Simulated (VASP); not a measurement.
# Al3H in VASP: single point with PBE

Aim: the single point of Al3H with PBE.

Everything below comes from runs of VASP 6.6.1. Logs are shortened: lines on timing, memory, paths and dates and some standing lists are left out, and cuts for length are marked.

## (1) The cell of the first run

The cell holds a slab with vacuum, 4 atoms: a = 2.857 Å, b = 2.857 Å, c = 19.675 Å, α = 90.00°, β = 90.00°, γ = 90.00°.

## (2) Single point, PBE

The input, INCAR:

```
SYSTEM = Al3H
PREC = Accurate ; ENCUT = 520
EDIFF = 1E-6 ; ISMEAR = 0
SIGMA = 0.1 ; LREAL = .FALSE.
LASPH = .TRUE. ; NELM = 60
ALGO = Normal ; ISIF = 2
LWAVE = .FALSE. ; LCHARG = .TRUE.
LDIPOL = .TRUE. ; IDIPOL = 3
DIPOL = 0.5 0.5 0.350 ; GGA = PE
LELF = .TRUE. ; LVHAR = .TRUE.
LVACPOTAV = .TRUE. ; NBANDS = 13
```

The input, KPOINTS:

```
Automatic mesh
0
G
  9 9 1
  0 0 0
```

The input, POSCAR:

```
Al3H
1.0
    2.8567582918      0.0000000000      0.0000000000
    0.0000000000      2.8567582918      0.0000000000
    0.0000000000      0.0000000000     19.6746954375
Al H
3 1
Direct
    0.5000000000      0.5000000000      0.2033068320
    0.0000000000      0.0000000000      0.3092728611
    0.5000000000      0.5000000000      0.4154928580
    0.5000000000      1.0000000000      0.4707513014
```

Potentials or basis: VASP PAW PBE potentials, release 64 (Al, H).

Launch:

```console
$ cat potpaw_PBE.64/Al/POTCAR potpaw_PBE.64/H/POTCAR > POTCAR
$ mpirun -np 1 vasp_std > vasp.out
```

OUTCAR:

```text
SYSTEM = Al3H
   PREC = Accurate
   ENCUT = 520
   EDIFF = 1E-6
   ISMEAR = 0
   LREAL = .FALSE.
   LASPH = .TRUE.
   NELM = 60
   ISIF = 2
   GGA = PE

 ion  position               nearest neighbor table
   1  0.500  0.500  0.203-   2 2.90   2 2.90   2 2.90   2 2.90
   2  0.000  0.000  0.309-   1 2.90   1 2.90   1 2.90   1 2.90   3 2.91   3 2.91   3 2.91   3 2.91

   3  0.500  0.500  0.415-   4 1.80   4 1.80   2 2.91   2 2.91   2 2.91   2 2.91
   4  0.500  0.000  0.471-   3 1.80   3 1.80

  LATTYP: Found a simple tetragonal cell.
 ALAT       =     2.8567582918
 C/A-ratio  =     6.8870703881

  Lattice vectors:

 A1 = (   2.8567582918,   0.0000000000,   0.0000000000)
 A2 = (   0.0000000000,   2.8567582918,   0.0000000000)
 A3 = (   0.0000000000,   0.0000000000,  19.6746954375)

Analysis of symmetry for initial positions (statically):
=====================================================================
 Subroutine PRICEL returns:
 Original cell was already a primitive cell.

 Routine SETGRP: Setting up the symmetry group for a
 simple tetragonal supercell.

 Subroutine GETGRP returns: Found  4 space group operations
 (whereof  4 operations were pure point group operations)
 out of a pool of 16 trial point group operations.

The static configuration has the point symmetry C_2v.

Analysis of symmetry for dynamics (positions and initial velocities):
=====================================================================
 Subroutine PRICEL returns:
 Original cell was already a primitive cell.

 Routine SETGRP: Setting up the symmetry group for a
 simple tetragonal supercell.

 Subroutine GETGRP returns: Found  4 space group operations
 (whereof  4 operations were pure point group operations)
 out of a pool of 16 trial point group operations.

The dynamic configuration has the point symmetry C_2v.

 Subroutine INISYM returns: Found  4 space group operations
 (whereof  4 operations are pure point group operations),
 and found     1 'primitive' translations

----------------------------------------------------------------------------------------

                                     Primitive cell

  volume of cell :     160.5665

  direct lattice vectors                    reciprocal lattice vectors
     2.856758292  0.000000000  0.000000000     0.350047116  0.000000000  0.000000000
     0.000000000  2.856758292  0.000000000     0.000000000  0.350047116  0.000000000
     0.000000000  0.000000000 19.674695437     0.000000000  0.000000000  0.050826708
[... 106 lines left out ...]
     AMIX     =   0.40;   BMIX     =  1.00
     AMIX_MAG =   1.60;   BMIX_MAG =  1.00
  volume/ion in A,a.u.               =      40.14       270.89
  Fermi-wavevector in a.u.,A,eV,Ry     =   0.648918  1.226277  5.729340  0.421095
  Thomas-Fermi vector in A             =   1.717706
   LORBIT       =      0    0 simple, 1 ext, 2 COOP (PROOUT), +10 PAW based schemes
   GGA     = PE    functional components
   LHFCALC =     F    Hartree Fock is set to
   AEXX    =    0.0000 exact exchange contribution
   IVDW    =     0    specifies the selected vdW correction
   LEPSILON=     F    determine dielectric tensor
   LRPA    =     F    only Hartree local field effects (RPA)
 non-spin polarized calculation
 Gauss-broadening in eV      SIGMA  =   0.10
  energy-cutoff  :      520.00
  volume of cell :      160.57
 maximum number of plane-waves:      4361
 NGX is ok and might be reduce to    24
   NGX = 11   NGY = 11   NGZ = 73

 number of electron      10.0000000 magnetization

 dipolmoment           0.000000      0.000000      0.000835 electrons x Angstroem

 number of electron       9.9999999 magnetization

 dipolmoment           0.000000      0.000000     -0.001731 electrons x Angstroem

 Free energy of the ion-electron system (eV)
  ---------------------------------------------------
  ext. energy  EPLUGINS =         0.00000000
  ---------------------------------------------------
  free energy    TOTEN  =       -13.61602385 eV

  energy without entropy =      -13.60541413  energy(sigma->0) =      -13.61071899

 E-fermi :  -0.2495     XC(G=0):  -4.2786

 val. band max:       -0.2750011001   @ k =   0.3333   0.1111   0.0000
 cond. band min:      -0.1676879136   @ k =   0.2222   0.0000   0.0000
 fundamental gap:      0.1073131864
 Fermi energy:        -0.2495395622

 k-point     1 :       0.0000    0.0000    0.0000
  band No.  band energies     occupation
      1     -10.7828      2.00000
      2      -9.1391      2.00000
      3      -6.4940      2.00000
      4      -3.2243      2.00000
      5       0.8545      0.00000
      6       3.2886      0.00000
      7       3.7485      0.00000
      8       4.7650      0.00000
      9       5.4197      0.00000
     10       5.5381      0.00000
     11       6.0540      0.00000
     12       6.0741      0.00000
     13       6.6328      0.00000
[... 354 lines left out ...]
  band No.  band energies     occupation
      1      -5.6843      2.00000
      2      -4.4961      2.00000
      3      -3.2058      2.00000
      4      -2.2441      2.00000
      5      -0.8902      2.00000
      6       0.5438      0.00000
      7       0.8996      0.00000
      8       2.1715      0.00000
      9       2.6250      0.00000
     10       3.0735      0.00000
     11       3.7079      0.00000
     12       4.7840      0.00000
     13       5.1780      0.00000

 [... further k-points ...]

------------------------ aborting loop because EDIFF is reached ----------------------------------------

  FORCE on cell =-STRESS in cart. coord.  units (eV):
  Direction    XX          YY          ZZ          XY          YZ          ZX
  --------------------------------------------------------------------------------------
  -------------------------------------------------------------------------------------
  Total       -2.0591192     -1.6939700      0.3597006      0.0000000      0.0000000      0.0000000
  in kB      -20.5464629    -16.9029023      3.5891925      0.0000000      0.0000000      0.0000000
  external PRESSURE =     -11.2867242 kB  Pullay stress =       0.0000000 kB

 VOLUME and BASIS-vectors are now :
 -----------------------------------------------------------------------------
  energy-cutoff  :      520.00
  volume of cell :      160.57
      direct lattice vectors                 reciprocal lattice vectors
     2.856758292  0.000000000  0.000000000     0.350047116  0.000000000  0.000000000
     0.000000000  2.856758292  0.000000000     0.000000000  0.350047116  0.000000000
     0.000000000  0.000000000 19.674695437     0.000000000  0.000000000  0.050826708

 POSITION                                       TOTAL-FORCE (eV/Angst)
 -----------------------------------------------------------------------------------
      1.42838      1.42838      4.00000         0.000000      0.000000     -0.082226
      0.00000      0.00000      6.08485         0.000000      0.000000     -0.015063
      1.42838      1.42838      8.17470         0.000000      0.000000      0.098001
      1.42838      0.00000      9.26189         0.000000      0.000000     -0.000712
 -----------------------------------------------------------------------------------
    total drift:                               -0.000000     -0.000000      0.000014

  FREE ENERGIE OF THE ION-ELECTRON SYSTEM (eV)
  ---------------------------------------------------
  free  energy   TOTEN  =       -13.6160238538 eV

  energy  without entropy=      -13.6054141316  energy(sigma->0) =      -13.61071899

 vacuum level on the upper side and lower side of the slab         3.946         3.983
```

stdout:

```text
POSCAR found type information on POSCAR AlH
 POSCAR found :  2 types and       4 ions
 scaLAPACK will be used
 LDA part: xc-table for (Slater+PW92), standard interpolation
 POSCAR, INCAR and KPOINTS ok, starting setup
 FFT: planning ... GRIDC
 FFT: planning ... GRID_SOFT
 FFT: planning ... GRID
 WAVECAR not read
 entering main loop
 -----------------------------------------------------------------------------
|                                                                             |
|           W    W    AA    RRRRR   N    N  II  N    N   GGGG   !!!           |
|           W    W   A  A   R    R  NN   N  II  NN   N  G    G  !!!           |
|           W    W  A    A  R    R  N N  N  II  N N  N  G       !!!           |
|           W WW W  AAAAAA  RRRRR   N  N N  II  N  N N  G  GGG   !            |
|           WW  WW  A    A  R   R   N   NN  II  N   NN  G    G                |
|           W    W  A    A  R    R  N    N  II  N    N   GGGG   !!!           |
|                                                                             |
|     Did not find any points to average over, which means that no vacuum     |
|     field-free region was found. Please increase the size of  your cell     |
|     in the dimension of the dipole correction to obtain accurate            |
|     workfunction values.                                                    |
|                                                                             |
 -----------------------------------------------------------------------------
```

Run time: 92 s. Hardware: 1 thread of AMD EPYC 7R43 (Zen 3), shared host; peak memory 0.23 GiB.

What came out:

```
Free energy            : -13.6160 eV
Largest force          : 0.098 eV/Å
Band gap on the k mesh : zero (band 5 reaches 1.18 eV, above the bottom of band 6 at -1.08 eV)
```

Forces on the atoms (eV/Å):
```
Al   0.000  0.000 -0.082
Al   0.000  0.000 -0.015
Al   0.000  0.000  0.098
H    0.000  0.000 -0.001
```

Levels at points of the mesh, in eV from the Fermi level:
```csv
k point,band 1,band 2,band 3,band 4,band 5,band 6,band 7,band 8,band 9,band 10
"(0.00, 0.00, 0.00)",-10.53,-8.89,-6.24,-2.97,1.10,3.54,4.00,5.01,5.67,5.79
```
